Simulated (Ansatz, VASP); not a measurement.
**MgF2 in VASP and in Ansatz**

Contents of POSCAR:

```
MgF2
1.0
    4.6565581500      0.0000000000      0.0000000000
    0.0000000000      4.6565581500      0.0000000000
    0.0000000000      0.0000000000      3.0695492600
Mg F
2 4
Direct
    0.0000000000      0.0000000000      0.0000000000
    0.5000000000      0.5000000000      0.5000000000
    0.3029444600      0.3029444600      0.0000000000
    0.1970555400      0.8029444600      0.5000000000
    0.6970555400      0.6970555400      0.0000000000
    0.8029444600      0.1970555400      0.5000000000
```

INCAR.step1

```
SYSTEM = MgF2
ALGO     = Normal         ! electronic algorithm
EDIFF    = 1E-5           ! SCF threshold, eV
EDIFFG   = -0.01          ! ionic threshold
ENCUT    = 580            ! plane-wave cutoff, eV
GGA      = PE             ! functional
GGA_COMPAT= .FALSE.      
IBRION   = 2              ! ionic algorithm
ISMEAR   = -1             ! smearing method
KPAR     = 4            
LASPH    = .TRUE.         ! aspherical terms in the spheres
LCHARG   = .FALSE.        ! write CHGCAR
LREAL    = .FALSE.        ! projectors in reciprocal space
LWAVE    = .TRUE.         ! write WAVECAR
NELM     = 120            ! most SCF steps
NELMIN   = 4            
NSW      = 100            ! ionic steps
PREC     = Accurate       ! precision mode
SIGMA    = 0.02           ! smearing width, eV
```

File INCAR.step2:

```
SYSTEM = MgF2
ALGO     = Normal         ! electronic algorithm
EDIFF    = 1E-7           ! SCF threshold, eV
EDIFFG   = -0.01          ! ionic threshold
ENCUT    = 580            ! plane-wave cutoff, eV
GGA_COMPAT= .FALSE.      
IBRION   = 2              ! ionic algorithm
ISIF     = 2              ! what is computed and relaxed
ISMEAR   = -1             ! smearing method
ISTART   = 1            
KPAR     = 4            
LASPH    = .TRUE.         ! aspherical terms in the spheres
LCHARG   = .FALSE.        ! write CHGCAR
LMIXTAU  = .TRUE.       
LREAL    = .FALSE.        ! projectors in reciprocal space
LWAVE    = .FALSE.        ! write WAVECAR
METAGGA  = R2SCAN         ! meta-GGA
NELM     = 120            ! most SCF steps
NELMIN   = 4            
NSW      = 50             ! ionic steps
PREC     = Accurate       ! precision mode
SIGMA    = 0.02           ! smearing width, eV
```

File KPOINTS:

```
k-points
0
G
  6 6 10
  0 0 0
```

Input for Ansatz:

```yaml
crystal:
  lattice:
    - [4.65655815, 0.0, 0.0]
    - [0.0, 4.65655815, 0.0]
    - [0.0, 0.0, 3.06954926]
  atoms:
    - { symbol: Mg, position: [0.0, 0.0, 0.0] }
    - { symbol: Mg, position: [0.5, 0.5, 0.5] }
    - { symbol: F, position: [0.30294446, 0.30294446, 0.0] }
    - { symbol: F, position: [0.19705554, 0.80294446, 0.5] }
    - { symbol: F, position: [0.69705554, 0.69705554, 0.0] }
    - { symbol: F, position: [0.80294446, 0.19705554, 0.5] }
  symmetry: { tolerance: 0.0003 }
hamiltonian:
  xc: r2scan
  pseudopotentials: { kind: paw, azcp: { folder: soft_1 } }
basis:
  ecutwfc: 500
magnetization:
  spin_polarized: false
scf:
  occupations: { method: fermi_dirac, width: 0.02 }
kpoints:
  mp_grid: { grid: [6, 6, 10], shift: [0, 0, 0] }
  band_path:
    path:
      - [0.0, 0.0, 0.0]
      - [0.0, 0.5, 0.0]
      - [0.5, 0.5, 0.0]
      - [0.0, 0.0, 0.0]
      - [0.0, 0.0, 0.5]
      - [0.0, 0.5, 0.5]
      - [0.5, 0.5, 0.5]
      - [0.0, 0.0, 0.5]
      - [0.0, 0.5, 0.0]
      - [0.0, 0.5, 0.5]
      - [0.5, 0.5, 0.0]
    npoints: 7
output:
  forces: true
  stress: true
  eigenvalues: true
  write_potential: true
  elf: true
  volumetric_format: npy
  dos: { e_range: [-12, 8], de: 0.05 }
relax:
  max_steps: 30
```

Alike in both runs: task relaxation of the atoms; functional r2SCAN; k mesh 6 × 6 × 10; occupations fermi-dirac, width 0.02 eV; no spin polarisation.

|  | VASP | Ansatz |
| --- | --- | --- |
| version | VASP 6.6.1 | Ansatz 0.2.0 |
| potentials or method | VASP PAW PBE potentials, release 64 (Mg, F), cutoff 580 eV | PAW plane waves |
| valence electrons in the cell | 32 | 48 |

```tsv
	VASP	Ansatz	Ansatz less VASP
gap on the k mesh at the Fermi level, each at its own relaxed structure (eV)	7.87	7.92	+0.049
```

VASP's potentials were made for PBE, not for r2SCAN. VASP's potentials hold 32 valence electrons a cell and Ansatz's 48, so a difference there can come from the potentials and not from the codes. Ansatz's warnings: stress scf threshold loose.
